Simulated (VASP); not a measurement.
Wanted: the native input for a VASP 6.6.1 run.

```
Task                   : single point
Functional             : LDA
Potentials or basis    : VASP PAW LDA potentials, release 64 (Zr_sv, B)
Cutoff                 : 520 eV
k mesh                 : 18 × 18 × 18
Occupations            : gaussian, width 0.15 eV
Spin                   : no spin polarisation
Dipole correction      : no
Further INCAR settings : ALGO = Normal; EDIFF = 1e-06; NBANDS = 14
```

The structure of ZrB lies in POSCAR:

```
ZrB
1.0
    0.0000000000      2.4594216996      2.0501739288
    2.4594216996      0.0000000000      2.0501739288
    2.4594216996      2.4594216996      0.0000000000
Zr B
1 1
Direct
    0.0000000000      0.0000000000      0.0000000000
    0.5000000000      0.5000000000      0.5000000000
```

One way to write it, as run:

INCAR

```
SYSTEM = ZrB
  ALGO = Normal
  EDIFF = 1E-6
  ENCUT = 520
  GGA = CA
  ISIF = 2
  ISMEAR = 0
  LASPH = .TRUE.
  LCHARG = .FALSE.
  LREAL = .FALSE.
  LWAVE = .FALSE.
  NBANDS = 14
  NELM = 100
  PREC = Accurate
  SIGMA = 0.15
```

KPOINTS

```
k-points
0
G
  18 18 18
  0 0 0
```

Potentials or basis: VASP PAW LDA potentials, release 64 (Zr_sv, B).

The run is started by

```sh
$ cat potpaw_LDA.64/Zr_sv/POTCAR potpaw_LDA.64/B/POTCAR > POTCAR
$ mpirun -np 1 vasp_std > vasp.out
```

Results of the run:

```yaml
Pressure: 33.8 GPa
Band_gap_on_the_k_mesh: zero (an odd number of electrons rules out a gap without spin polarisation)
```

Caveat: the cell stands under pressure.

Wall time 46 s on 1 thread of Intel(R) Xeon(R) 6975P-C (Granite Rapids), on a shared host, peak memory 0.27 GiB.
